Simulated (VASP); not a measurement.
Set up this calculation in VASP 6.6.1, as the native input.

```yaml
Task: electric field gradients
Functional: PBE
Potentials_or_basis: VASP PAW PBE potentials, release 64 (Mg, S)
Cutoff: 520 eV
k_mesh: 10 × 10 × 10
Occupations: fermi-dirac, width 0.03 eV
Spin: no spin polarisation
Dipole_correction: no
Further_INCAR_settings: ALGO = Normal; EDIFF = 1e-08; NBANDS = 11
```

The structure of MgS lies in POSCAR:

```
MgS
1.0
    0.0000000000      2.6443075817      2.6443075817
    2.6443075817      0.0000000000      2.6443075817
    2.6443075817      2.6443075817      0.0000000000
Mg S
1 1
Direct
    0.0000000000      0.0000000000      0.0000000000
    0.5000000000      0.5000000000      0.5000000000
```

This cell differs from its parent crystal: volume scaled by 1.05.

The input as run:

INCAR

```
PREC = Accurate
ENCUT = 520
EDIFF = 1E-8
ISMEAR = -1
SIGMA = 0.03
LREAL = F
LASPH = T
NELM = 120
ALGO = Normal
ISIF = 2
LWAVE = F
LCHARG = F
GGA = PE
LEFG = T
NBANDS = 11
GGA_COMPAT = F
```

KPOINTS

```
regular mesh
0
Gamma
  10 10 10
```

Potentials or basis: VASP PAW PBE potentials, release 64 (Mg, S).

Launch:

```sh
$ cat potpaw_PBE.64/Mg/POTCAR potpaw_PBE.64/S/POTCAR > POTCAR
$ mpirun -np 1 vasp_std > vasp.out
```

Results of the run:

```yaml
Pressure: -2.6 GPa
Band_gap_on_the_k_mesh: 2.67 eV, indirect (least direct gap 3.34 eV)
```

Caveat: without QUAD_EFG the Cq values of the log hold for a quadrupole moment of 1 mb, not for the nuclei.

Wall time 32 s on 1 thread of Intel Xeon 8259CL (shared host), peak memory 0.16 GiB.
